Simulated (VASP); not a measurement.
# WS2 (P6_3/mmc) in VASP: notebook

Runs on WS2. Level: PBEsol. Tasks: single point.

Everything below comes from runs of VASP 6.6.1. Logs are shortened: lines on timing, memory, paths and dates and some standing lists are left out, and cuts for length are marked.

## 1. The cell of the first run

Symmetry: P6_3/mmc, No. 194, hexagonal system. The conventional cell has a = 3.180 Å, b = 3.180 Å, c = 12.500 Å, α = 90.00°, β = 90.00°, γ = 120.00°. W (site symmetry -6m2) has 6 S at 2.45 Å and 6 W at 3.18 Å within 3.2 Å. Within 3.3 Å of S (site symmetry 3m) lie 3 W at 2.45 Å and 7 S at 3.18 to 3.25 Å.

## 2. Single point, PBEsol, collinear spin

Contents of INCAR:

```
PREC     = Accurate       # precision mode
ENCUT    = 500            # plane-wave cutoff, eV
EDIFF    = 1E-6           # SCF threshold, eV
ISMEAR   = 0              # smearing method
SIGMA    = 0.05           # smearing width, eV
LREAL    = False          # projectors in reciprocal space
LASPH    = True           # aspherical terms in the spheres
NELM     = 200            # most SCF steps
ALGO     = Normal         # electronic algorithm
ISIF     = 2              # what is computed and relaxed
LWAVE    = False          # write WAVECAR
LCHARG   = False          # write CHGCAR
ISPIN    = 2              # spin polarisation
MAGMOM   = 1 1 0 0 0 0    # initial moments
LORBIT   = 11             # projections on sites
NUPDOWN  = 2.0            # fixed moment
LMAXMIX  = 4              # l up to which the mixer works
GGA      = PS             # functional
NBANDS   = 39             # bands
GGA_COMPAT= False
```

Contents of KPOINTS:

```
regular mesh
0
Gamma
  8 8 2
```

Contents of POSCAR:

```
WS2
1.0
    3.1799994900      0.0000000000      0.0000000000
   -1.5899997400      2.7539603400      0.0000000000
    0.0000000000      0.0000000000     12.4999993200
W S
2 4
Direct
    0.3333333333      0.6666666667      0.2500000000
    0.6666666667      0.3333333333      0.7500000000
    0.3333333333      0.6666666667      0.6200000000
    0.6666666667      0.3333333333      0.1200000000
    0.3333333333      0.6666666667      0.8800000000
    0.6666666667      0.3333333333      0.3800000000
```

Potentials or basis: VASP PAW PBE potentials, release 64 (W_sv, S).

Launch:

```
$ cat potpaw_PBE.64/W_sv/POTCAR potpaw_PBE.64/S/POTCAR > POTCAR
$ mpirun -np 1 vasp_std > vasp.out
```

OUTCAR:

```text
PREC = Accurate
   ENCUT = 500
   EDIFF = 1E-6
   ISMEAR = 0
   LREAL = False
   LASPH = True
   NELM = 200
   ISIF = 2
   ISPIN = 2
   LORBIT = 11
   NUPDOWN = 2.0
   GGA = PS

 ion  position               nearest neighbor table
   1  0.333  0.667  0.250-   4 2.45   6 2.45   4 2.45   6 2.45   4 2.45   6 2.45
   2  0.667  0.333  0.750-   3 2.45   5 2.45   3 2.45   5 2.45   3 2.45   5 2.45
   3  0.333  0.667  0.620-   2 2.45   2 2.45   2 2.45
   4  0.667  0.333  0.120-   1 2.45   1 2.45   1 2.45
   5  0.333  0.667  0.880-   2 2.45   2 2.45   2 2.45
   6  0.667  0.333  0.380-   1 2.45   1 2.45   1 2.45

  LATTYP: Found a hexagonal cell.
 ALAT       =     3.1799994900
 C/A-ratio  =     3.9308180266

  Lattice vectors:

 A1 = (   3.1799994900,   0.0000000000,   0.0000000000)
 A2 = (  -1.5899997400,   2.7539603400,   0.0000000000)
 A3 = (   0.0000000000,   0.0000000000,  12.4999993200)

Analysis of symmetry for initial positions (statically):
=====================================================================
 Subroutine PRICEL returns:
 Original cell was already a primitive cell.

 Routine SETGRP: Setting up the symmetry group for a
 hexagonal supercell.

 Subroutine GETGRP returns: Found 24 space group operations
 (whereof 12 operations were pure point group operations)
 out of a pool of 24 trial point group operations.

The static configuration has the point symmetry D_3d.
 The point group associated with its full space group is D_6h.

Analysis of symmetry for dynamics (positions and initial velocities):
=====================================================================
 Subroutine PRICEL returns:
 Original cell was already a primitive cell.

 Routine SETGRP: Setting up the symmetry group for a
 hexagonal supercell.

 Subroutine GETGRP returns: Found 24 space group operations
 (whereof 12 operations were pure point group operations)
 out of a pool of 24 trial point group operations.

The dynamic configuration has the point symmetry D_3d.
 The point group associated with its full space group is D_6h.

Analysis of structural, dynamic, and magnetic symmetry:
=====================================================================
 Subroutine PRICEL returns:
 Original cell was already a primitive cell.

 Routine SETGRP: Setting up the symmetry group for a
 hexagonal supercell.

 Subroutine GETGRP returns: Found 24 space group operations
 (whereof 12 operations were pure point group operations)
 out of a pool of 24 trial point group operations.

The overall configuration has the point symmetry D_3d.
 The point group associated with its full space group is D_6h.

 Subroutine INISYM returns: Found 24 space group operations
 (whereof 12 operations are pure point group operations),
 and found     1 'primitive' translations

----------------------------------------------------------------------------------------

                                     Primitive cell

  volume of cell :     109.4699

  direct lattice vectors                    reciprocal lattice vectors
     3.179999490  0.000000000  0.000000000     0.314465459  0.181556717  0.000000000
    -1.589999740  2.753960340  0.000000000     0.000000000  0.363113435  0.000000000
     0.000000000  0.000000000 12.499999320     0.000000000  0.000000000  0.080000004

  length of vectors
     3.179999490  3.179999485 12.499999320     0.363113435  0.363113435  0.080000004

  position of ions in fractional coordinates (direct lattice)
     0.333333333  0.666666667  0.250000000
     0.666666667  0.333333333  0.750000000
     0.333333333  0.666666667  0.620000000
     0.666666667  0.333333333  0.120000000
     0.333333333  0.666666667  0.880000000
     0.666666667  0.333333333  0.380000000

  ion indices of the primitive-cell ions
   primitive index   ion index
                 1           1
                 2           2
                 3           3
                 4           4
                 5           5
                 6           6

----------------------------------------------------------------------------------------

 KPOINTS: regular mesh

Automatic generation of k-mesh.
 Grid dimensions read from file:
 generate k-points for:    8    8    2

 Generating k-lattice:

  Cartesian coordinates                     Fractional coordinates (reciprocal lattice)
     0.039308182  0.022694590  0.000000000     0.125000000 -0.000000000  0.000000000
     0.000000000  0.045389179  0.000000000     0.000000000  0.125000000  0.000000000
     0.000000000  0.000000000  0.040000002     0.000000000  0.000000000  0.500000000

  Length of vectors
     0.045389179  0.045389179  0.040000002

  Shift w.r.t. Gamma in fractional coordinates (k-lattice)
     0.000000000  0.000000000  0.000000000

 Subroutine IBZKPT returns following result:
 ===========================================

 Found     20 irreducible k-points:

 Following reciprocal coordinates:
            Coordinates               Weight
  0.000000  0.000000  0.000000      1.000000
  0.125000  0.000000  0.000000      6.000000
  0.250000  0.000000  0.000000      6.000000
  0.375000  0.000000  0.000000      6.000000
  0.500000  0.000000  0.000000      3.000000
  0.125000  0.125000  0.000000      6.000000
[... 12 lines left out ...]
  0.250000  0.250000  0.500000      6.000000
  0.375000  0.250000  0.500000      6.000000
   k-points           NKPTS =     20   k-points in BZ     NKDIM =     20   number of bands    NBANDS=     39
   number of dos      NEDOS =    301   number of ions     NIONS =      6
   total plane-waves  NPLWV =  55296
   dimension x,y,z NGX =    24 NGY =   24 NGZ =   96
   dimension x,y,z NGXF=    48 NGYF=   48 NGZF=  192
   ions per type =               2   4
   NGX,Y,Z   is equivalent  to a cutoff of  12.55, 12.55, 12.77 a.u.
   NGXF,Y,Z  is equivalent  to a cutoff of  25.09, 25.09, 25.54 a.u.
 SYSTEM =  unknown system
   PREC   = accura    normal or accurate (medium, high low for compatibility)
   ISTART =      0    job   : 0-new  1-cont  2-samecut
   ICHARG =      2    charge: 1-file 2-atom 10-const
   ISPIN  =      2    spin polarized calculation?
   LNONCOLLINEAR =      F non collinear calculations
   LSORBIT =      F    spin-orbit coupling
   LASPH  =      T    aspherical Exc in radial PAW
   ENCUT  =  500.0 eV  36.75 Ry    6.06 a.u.   5.80  5.80 22.79*2*pi/ulx,y,z
   NELM   =    200;   NELMIN=  2; NELMDL= -5     # of ELM steps
   EDIFF  = 0.1E-05   stopping-criterion for ELM
   LREAL  =      F    real-space projection
[... 7 lines left out ...]
   TEBEG  =    0.0;   TEEND  =   0.0 temperature during run
   PSTRESS=    0.0 pullay stress
   NELECT =      52.0000    total number of electrons
   NUPDOWN=       2.0000    fix difference up-down
   EMIN   =  10.00;   EMAX   =-10.00  energy-range for DOS
   EFERMI =   0.00;   METHOD = LEGACY
   ISMEAR =     0;   SIGMA  =   0.05  broadening in eV -4-tet -1-fermi 0-gaus
   EFERMI_NEDOS =   21; number of points for ismear=-14 and -15
   IALGO  =     38    algorithm
   IMIX   =      4    mixing-type and parameters
     AMIX     =   0.40;   BMIX     =  1.00
     AMIX_MAG =   1.60;   BMIX_MAG =  1.00
  volume/ion in A,a.u.               =      18.24       123.12
  Fermi-wavevector in a.u.,A,eV,Ry     =   1.277353  2.413848 22.199694  1.631631
  Thomas-Fermi vector in A             =   2.409958
   LORBIT       =     11    0 simple, 1 ext, 2 COOP (PROOUT), +10 PAW based schemes
   GGA     = PS    functional components
   LHFCALC =     F    Hartree Fock is set to
   AEXX    =    0.0000 exact exchange contribution
   IVDW    =     0    specifies the selected vdW correction
   LEPSILON=     F    determine dielectric tensor
   LRPA    =     F    only Hartree local field effects (RPA)
 spin polarized calculation
 Gauss-broadening in eV      SIGMA  =   0.05
  energy-cutoff  :      500.00
  volume of cell :      109.47
 maximum number of plane-waves:      2798
 NGX is ok and might be reduce to    24
   NGX = 11   NGY = 11   NGZ = 45

 number of electron      52.0000007 magnetization       2.0000000

 Free energy of the ion-electron system (eV)
  ---------------------------------------------------
  ext. energy  EPLUGINS =         0.00000000
  ---------------------------------------------------
  free energy    TOTEN  =       -48.12198279 eV

  energy without entropy =      -48.11670445  energy(sigma->0) =      -48.11934362

 E-fermi :   5.9495     XC(G=0): -11.0344

 val. band max:        8.5266415468   @ k =   0.1250   0.0000   0.0000
 cond. band min:       5.9544290404   @ k =   0.0000   0.0000   0.0000
 fundamental gap:     -2.5722125065
 Fermi energy:         8.5402457235

 spin component 1

 k-point     1 :       0.0000    0.0000    0.0000
  band No.  band energies     occupation
      1     -67.6999      1.00000
      2     -67.6999      1.00000
      3     -31.9518      1.00000
      4     -31.9517      1.00000
      5     -31.8280      1.00000
      6     -31.8280      1.00000
[... 809 lines left out ...]
     37      13.8460      0.00000
     38      13.8460      0.00000
 Fermi energy:         5.9495078180

 spin component 2

 k-point     1 :       0.0000    0.0000    0.0000
  band No.  band energies     occupation
      1     -67.4213      1.00000
      2     -67.4213      1.00000
      3     -31.5972      1.00000
      4     -31.5971      1.00000
      5     -31.4518      1.00000
      6     -31.4518      1.00000
[... 809 lines left out ...]
     37      14.1334      0.00000
     38      14.1334      0.00000
 [bands above 38 left out]

------------------------ aborting loop because EDIFF is reached ----------------------------------------

  FORCE on cell =-STRESS in cart. coord.  units (eV):
  Direction    XX          YY          ZZ          XY          YZ          ZX
  --------------------------------------------------------------------------------------
  -------------------------------------------------------------------------------------
  Total       -2.1885722     -2.1885722     -5.0168984     -0.0000000     -0.0000000     -0.0000000
  in kB      -32.0314603    -32.0314603    -73.4262194     -0.0000001     -0.0000000     -0.0000000
  external PRESSURE =     -45.8297133 kB  Pullay stress =       0.0000000 kB

 VOLUME and BASIS-vectors are now :
 -----------------------------------------------------------------------------
  energy-cutoff  :      500.00
  volume of cell :      109.47
      direct lattice vectors                 reciprocal lattice vectors
     3.179999490  0.000000000  0.000000000     0.314465459  0.181556717  0.000000000
    -1.589999740  2.753960340  0.000000000     0.000000000  0.363113435  0.000000000
     0.000000000  0.000000000 12.499999320     0.000000000  0.000000000  0.080000004

 POSITION                                       TOTAL-FORCE (eV/Angst)
 -----------------------------------------------------------------------------------
      0.00000      1.83597      3.12500        -0.000000      0.000000     -0.000000
      1.59000      0.91799      9.37500        -0.000000     -0.000000     -0.000000
      0.00000      1.83597      7.75000         0.000000     -0.000000      0.773197
      1.59000      0.91799      1.50000        -0.000000      0.000000      0.773197
      0.00000      1.83597     11.00000         0.000000     -0.000000     -0.773197
      1.59000      0.91799      4.75000         0.000000      0.000000     -0.773197
 -----------------------------------------------------------------------------------
    total drift:                               -0.000000      0.000000     -0.000000

  FREE ENERGIE OF THE ION-ELECTRON SYSTEM (eV)
  ---------------------------------------------------
  free  energy   TOTEN  =       -48.1219827882 eV

  energy  without entropy=      -48.1167044541  energy(sigma->0) =      -48.11934362

 total charge

# of ion       s       p       d       tot
------------------------------------------
    1        2.316   6.301   3.339  11.956
    2        2.316   6.301   3.339  11.956
    3        1.358   2.304   0.000   3.661
    4        1.358   2.304   0.000   3.661
    5        1.358   2.304   0.000   3.661
    6        1.358   2.304   0.000   3.661
--------------------------------------------------
tot         10.063  21.817   6.677  38.557

 magnetization (x)

# of ion       s       p       d       tot
------------------------------------------
    1        0.014   0.012   0.578   0.604
    2        0.014   0.012   0.578   0.604
    3        0.006   0.056   0.000   0.062
    4        0.006   0.056   0.000   0.062
    5        0.006   0.056   0.000   0.062
    6        0.006   0.056   0.000   0.062
--------------------------------------------------
tot          0.052   0.248   1.157   1.457
```

Run time: 5.3 min. Hardware: 1 thread of Oxide Virtual Turin-like, shared host; peak memory 0.29 GiB.

Results:

* Free energy: -48.1220 eV
* Pressure: -4.6 GPa
* Largest force: 0.773 eV/Å
* Net moment: 2.00 μB per cell
* Site moments: W +0.60; S +0.06 μB
* Valence electrons inside the program's atomic spheres: W 11.96; S 3.66

Forces on the atoms (eV/Å):
```
W    0.000  0.000  0.000
W    0.000  0.000  0.000
S    0.000  0.000  0.773
S    0.000  0.000  0.773
S    0.000  0.000 -0.773
S    0.000  0.000 -0.773
```

Caveat: the cell stands under tension; the PAW data sets were made with another functional, which shifts forces and pressure a little; spin-orbit coupling is left out, which moves the levels of the heavy elements; this functional lacks dispersion, which binds layers or chains, so the pressure and a relaxed spacing across them are unreliable; the total moment is fixed, so each spin has its own Fermi level and the state may be an excited one.

## 3. Single point, PBEsol, collinear spin

Contents of INCAR:

```
SYSTEM = WS2
ALGO = Normal ; EDIFF = 1E-6
ENCUT = 500 ; GGA = PS
GGA_COMPAT = .FALSE. ; ISIF = 2
ISMEAR = 0 ; ISPIN = 2
LASPH = .TRUE. ; LCHARG = .FALSE.
LMAXMIX = 4 ; LORBIT = 11
LREAL = .FALSE. ; LWAVE = .FALSE.
MAGMOM = 2 -2 0 0 0 0 ; NBANDS = 39
NELM = 200 ; PREC = Accurate
SIGMA = 0.05
```

Contents of KPOINTS:

```
k-points
0
G
  8 8 2
  0 0 0
```

POSCAR is that of step 2.

Potentials or basis: VASP PAW PBE potentials, release 64 (W_sv, S).

Launch:

```
$ cat potpaw_PBE.64/W_sv/POTCAR potpaw_PBE.64/S/POTCAR > POTCAR
$ mpirun -np 1 vasp_std > vasp.out
```

Run time: 5.5 min. Hardware: 1 thread of Oxide Virtual Turin-like, shared host; peak memory 0.29 GiB.

It converged, with:

```yaml
Free_energy: -50.3483 eV
Pressure: -8.6 GPa
Largest_force: 1.284 eV/Å
Band_gap_on_the_k_mesh: 1.13 eV (least direct gap 2.22 eV)
Net_moment: 0.00 μB per cell
Valence_electrons_inside_the_program's_atomic_spheres: W 11.94; S 3.67
```

Forces in eV/Å, atoms in the order of the input:
```
W    0.000  0.000  0.000
W    0.000  0.000  0.000
S    0.000  0.000  1.284
S    0.000  0.000  1.284
S    0.000  0.000 -1.284
S    0.000  0.000 -1.284
```

Stress tensor (GPa, compression positive):
```
 -7.07   0.00   0.00
  0.00  -7.07   0.00
  0.00   0.00 -11.55
```

Levels at points of the mesh, in eV from the valence-band top:
Spin up:
```
           k point  band 24  band 25  band 26  band 27  band 28  band 29
(0.00, 0.00, 0.00)    -1.38    -1.17     0.00     2.33     2.33     2.40
(0.50, 0.00, 0.00)    -1.52    -1.43    -1.35     2.44     2.48     2.58
(0.00, 0.00, 0.50)    -1.81    -0.29    -0.29     2.37     2.37     2.37
(0.50, 0.00, 0.50)    -1.55    -1.42    -1.42     2.46     2.46     2.79
```
Spin down:
```
           k point  band 24  band 25  band 26  band 27  band 28  band 29
(0.00, 0.00, 0.00)    -1.38    -1.17     0.00     2.33     2.33     2.40
(0.50, 0.00, 0.00)    -1.52    -1.43    -1.35     2.44     2.48     2.58
(0.00, 0.00, 0.50)    -1.81    -0.29    -0.29     2.37     2.37     2.37
(0.50, 0.00, 0.50)    -1.55    -1.42    -1.42     2.46     2.46     2.79
```

Caveat: the cell stands under tension; the PAW data sets were made with another functional, which shifts forces and pressure a little; spin-orbit coupling is left out, which moves the levels of the heavy elements; this functional lacks dispersion, which binds layers or chains, so the pressure and a relaxed spacing across them are unreliable. A k mesh can miss the band edges.

## 4. Single point, PBEsol, collinear spin

Contents of INCAR:

```
PREC     = Accurate       # precision mode
ENCUT    = 500            # plane-wave cutoff, eV
EDIFF    = 1E-6           # SCF threshold, eV
ISMEAR   = 0              # smearing method
SIGMA    = 0.05           # smearing width, eV
LREAL    = F              # projectors in reciprocal space
LASPH    = T              # aspherical terms in the spheres
NELM     = 200            # most SCF steps
ALGO     = Normal         # electronic algorithm
ISIF     = 2              # what is computed and relaxed
LWAVE    = F              # write WAVECAR
LCHARG   = F              # write CHGCAR
ISPIN    = 2              # spin polarisation
MAGMOM   = 1.8 1.8 0 0 0 0 # initial moments
LORBIT   = 11             # projections on sites
NUPDOWN  = 3.6            # fixed moment
LMAXMIX  = 4              # l up to which the mixer works
GGA      = PS             # functional
NBANDS   = 39             # bands
GGA_COMPAT= F
```

Contents of KPOINTS:

```
regular mesh
0
Gamma
  8 8 2
```

POSCAR is that of step 3.

Launch:

```
$ cat potpaw_PBE.64/W_sv/POTCAR potpaw_PBE.64/S/POTCAR > POTCAR
$ mpirun -np 1 vasp_std > vasp.out
```

Run time: 5.6 min. Hardware: 1 thread of Oxide Virtual Turin-like, shared host; peak memory 0.29 GiB.

It converged, with:

```
Free energy                                           : -45.9339 eV
Pressure                                              : 0.6 GPa
Largest force                                         : 0.354 eV/Å
Net moment                                            : 3.60 μB per cell
Site moments                                          : W +1.09; S +0.12 μB
Valence electrons inside the program's atomic spheres : W 11.97; S 3.67
```

Forces in eV/Å, atoms in the order of the input:
```
W    0.000  0.000  0.000
W    0.000  0.000  0.000
S    0.000  0.000  0.354
S    0.000  0.000  0.354
S    0.000  0.000 -0.354
S    0.000  0.000 -0.354
```

Stress tensor (GPa, compression positive):
```
 2.43  0.00  0.00
 0.00  2.43  0.00
 0.00  0.00 -3.01
```

Caveat: the stress differs along the axes, from -3 to 2 GPa; the PAW data sets were made with another functional, which shifts forces and pressure a little; spin-orbit coupling is left out, which moves the levels of the heavy elements; this functional lacks dispersion, which binds layers or chains, so the pressure and a relaxed spacing across them are unreliable; the total moment is fixed, so each spin has its own Fermi level and the state may be an excited one.

## 5. The runs side by side

| fixed moment (μB) | pressure (GPa) | moment (μB) | largest force (eV/Å) |
| --- | --- | --- | --- |
| 2.0 | -4.6 | 2.00 | 0.77 |
| - | -8.6 | 0.00 | 1.28 |
| 3.6 | 0.6 | 3.60 | 0.35 |

Alike in all rows: task single point; level PBEsol; potentials or basis VASP PAW PBE potentials, release 64 (W_sv, S); spin collinear; cell as given; k mesh 8 × 8 × 2; cutoff (eV) 500; smearing gaussian 0.05 eV.

Caveats: the PAW data sets were made with another functional, which shifts forces and pressure a little; spin-orbit coupling is left out, which moves the levels of the heavy elements; this functional lacks dispersion, which binds layers or chains, so the pressure and a relaxed spacing across them are unreliable; the cell stands under tension (at least some runs); the total moment is fixed, so each spin has its own Fermi level and the state may be an excited one (at least some runs); the stress differs along the axes, from -3 to 2 GPa (at least some runs).

Total energies depend on the potentials used, so only differences within one code and one set of settings carry meaning.
